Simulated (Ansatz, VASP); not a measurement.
**HfIn4SiO6: VASP beside Ansatz**

```
Hf In Si O
1.0
     2.71585   -4.70357    0.00833
     2.71585    4.70357    0.00833
    -1.87915    0.00000    7.40127
Hf In Si O
1 4 1 6
Cartesian
  2.7159 -2.7125 0.0083
  1.7763 -1.1453 3.7090
  2.7159 0.4231 0.0083
  1.7763 2.0313 3.7090
  1.7763 -4.3098 3.7090
  2.7159 3.5589 0.0083
  -1.1497 0.2444 6.4159
  4.7022 0.2444 1.0021
  1.9910 -1.2091 6.4253
  1.5616 -1.2091 0.9927
  1.8741 2.2355 0.9933
  1.6785 2.2355 6.4246
```

Alike in both runs: task relaxation of cell and atoms; functional BLYP; k mesh 4 × 4 × 3; occupations fermi-dirac, width 0.05 eV; no spin polarisation.

```csv
,VASP,Ansatz
version,VASP 6.6.1,Ansatz 0.2.0
potentials or method,"VASP PAW PBE potentials, release 64 (Hf_pv, In_d, Si, O)",Ansatz PAW
plane-wave cutoff (eV),600,420
valence electrons in the cell,102,118
```

Ansatz gave:

```
gap on the k mesh at the Fermi level, each at its own relaxed structure (eV) : none
relaxed volume (Å³/atom)                                                     : 16.46
relaxed cell length with the largest relative difference (Å)                 : 7.799
```

Which values does VASP return?

gap on the k mesh at the Fermi level, each at its own relaxed structure (eV): none; relaxed volume (Å³/atom): 16.44; relaxed cell length with the largest relative difference (Å): 7.793.

VASP's potentials were made for PBE, not for BLYP. A gap of «none» marks a metal or a gap that the smearing closes. VASP's potentials hold 102 valence electrons a cell and Ansatz's 118, so a difference there can come from the potentials and not from the codes.

Spin-orbit coupling is off throughout. Noted on Ansatz's run: the plane-wave basis is chosen anew once the cell has moved, so the energies of steps on either side of that aren't comparable.
